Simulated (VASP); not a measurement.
## Te: single point with LDA

Te:

```
CELL_PARAMETERS angstrom
2.68659 0.00000 0.00000
-1.34329 2.32665 0.00000
0.00000 0.00000 4.28855
ATOMIC_POSITIONS crystal
Te 0.33333 0.66667 0.25000
Te 0.66667 0.33333 0.75000
```

- Program: VASP 6.6.1
- Task: single point
- Functional: LDA
- Potentials or basis: VASP PAW LDA potentials, release 64 (Te)
- Cutoff: 520 eV
- k mesh: 16 × 16 × 9
- Occupations: fermi-dirac, width 0.08 eV
- Spin: no spin polarisation
- Dipole correction: no
- Further INCAR settings: ALGO = Normal; EDIFF = 1e-07; NBANDS = 13

```yaml
Pressure: 225.1 GPa
Band_gap_on_the_k_mesh: zero (band 6 reaches 29.65 eV, above the bottom of band 7 at 18.71 eV)
```

Stress tensor (GPa, compression positive):
```
225.06   0.00   0.00
  0.00 225.06   0.00
  0.00   0.00 225.15
```

Levels at points of the mesh, in eV from the Fermi level:
```csv
k point,band 4,band 5,band 6,band 7,band 8,band 9
"(0.00, 0.00, 0.00)",4.09,4.09,7.05,7.05,7.10,8.02
"(0.50, 0.00, 0.00)",-7.21,-6.95,-3.90,-2.60,2.78,4.75
```

Wall time 20 s on 1 thread of Intel(R) Xeon(R) Platinum 8559C (Emerald Rapids) (shared host), peak memory 0.15 GiB.

Caveat: spin-orbit coupling is left out, which moves the levels of the heavy elements.
